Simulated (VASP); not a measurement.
Set up this calculation in VASP 6.6.1, as the native input.

```
Task                   : single point
Functional             : PBE
Potentials or basis    : VASP PAW PBE potentials, release 64 (Mn_pv, Pt)
Cutoff                 : 520 eV
k mesh                 : 6 × 6 × 4
Occupations            : gaussian, width 0.1 eV
Spin                   : collinear spin, ferromagnetic start
Starting moments       : [4.0, 0.0, 0.0] μB
Dipole correction      : no
Further INCAR settings : ALGO = Normal; EDIFF = 1e-07; NBANDS = 28
```

The structure of MnPt2 lies in POSCAR:

```
MnPt2
1.0
    3.1634304800      0.0000000000      0.0000000000
    0.0000000000      3.1634304800      0.0000000000
    0.0000000000      0.0000000000      4.3428847300
Mn Pt
1 2
Direct
    0.5000000000      0.5000000000      0.3449520900
    0.0000000000      0.0000000000      0.9766648000
    0.5000000000      0.5000000000      0.8817466800
```

The cell was generated, and may not be a known phase.

The input as run:

INCAR

```
SYSTEM = MnPt2
PREC = Accurate ; ENCUT = 520
EDIFF = 1E-7 ; ISMEAR = 0
SIGMA = 0.1 ; LREAL = .False.
LASPH = .True. ; NELM = 150
ALGO = Normal ; ISIF = 2
LWAVE = .False. ; LCHARG = .False.
ISPIN = 2 ; MAGMOM = 4 0 0
LORBIT = 11 ; LMAXMIX = 4
GGA = PE ; NBANDS = 28
```

KPOINTS

```
Automatic mesh
0
Gamma
  6 6 4
  0 0 0
```

Potentials or basis: VASP PAW PBE potentials, release 64 (Mn_pv, Pt).

The run is started by

```sh
$ cat potpaw_PBE.64/Mn_pv/POTCAR potpaw_PBE.64/Pt/POTCAR > POTCAR
$ mpirun -np 1 vasp_std > vasp.out
```

It gave:

The pressure is 115.8 GPa and the largest force is 14.144 eV/Å. The net moment is 3.78 μB per cell, the site moments are Mn +3.49; Pt +0.00, +0.12 μB and the valence electrons inside the program's atomic spheres are Mn 11.89; Pt 10.20, 10.57.

Caveat: the k points lie up to 0.36 Å⁻¹ apart; forces of over 1 eV/Å act on the atoms, so gaps and moduli don't describe the material at rest.

Run time: 42 s on 1 thread of AMD EPYC 9R45 96-Core Processor (Zen 5), with other jobs on the host, peak memory 0.17 GiB.
